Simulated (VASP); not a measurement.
Set up this calculation in VASP 6.6.1, as the native input.

```
Task                   : single point
Functional             : PBEsol
Potentials or basis    : VASP PAW PBE potentials, release 64 (Sb)
Cutoff                 : 520 eV
k mesh                 : 12 × 12 × 4
Occupations            : fermi-dirac, width 0.1 eV
Spin                   : no spin polarisation
Dipole correction      : no
Further INCAR settings : ALGO = Normal; EDIFF = 1e-06; NBANDS = 18
```

The structure of Sb lies in POSCAR:

```
Sb
1.0
    3.2013365463      0.0000000000      0.0000000000
   -1.6006682732      2.7724387752      0.0000000000
    0.0000000000      0.0000000000     10.8340798970
Sb
4
Direct
    0.0000000000      1.0000000000      0.0000000000
    0.0000000000      1.0000000000      0.5000000000
    0.3333333333      0.6666666667      0.2500000000
    0.6666666667      0.3333333333      0.7500000000
```

This cell differs from its parent crystal: volume scaled by 0.92.

The input as run:

INCAR

```
  PREC = Accurate
  ENCUT = 520
  EDIFF = 1E-6
  ISMEAR = -1
  SIGMA = 0.1
  LREAL = F
  LASPH = T
  NELM = 100
  ALGO = Normal
  ISIF = 2
  LWAVE = F
  LCHARG = F
  GGA = PS
  NBANDS = 18
```

KPOINTS

```
regular mesh
0
Gamma
  12 12 4
```

Potentials or basis: VASP PAW PBE potentials, release 64 (Sb).

Command:

```sh
$ cat potpaw_PBE.64/Sb/POTCAR > POTCAR
$ mpirun -np 1 vasp_std > vasp.out
```

Results of the run:

| Item | Value |
| --- | --- |
| Pressure | 7.2 GPa |
| Band gap on the k mesh | zero (band 10 reaches 15.29 eV, above the bottom of band 11 at 6.94 eV) |

Caveat: the PAW data sets were made with another functional, which shifts forces and pressure a little; spin-orbit coupling is left out, which moves the levels of the heavy elements.

Wall time 48 s on 1 thread of Intel(R) Xeon(R) Platinum 8259CL CPU @ 2.50GHz (Skylake/Cascade Lake) (shared host), peak memory 0.24 GiB.
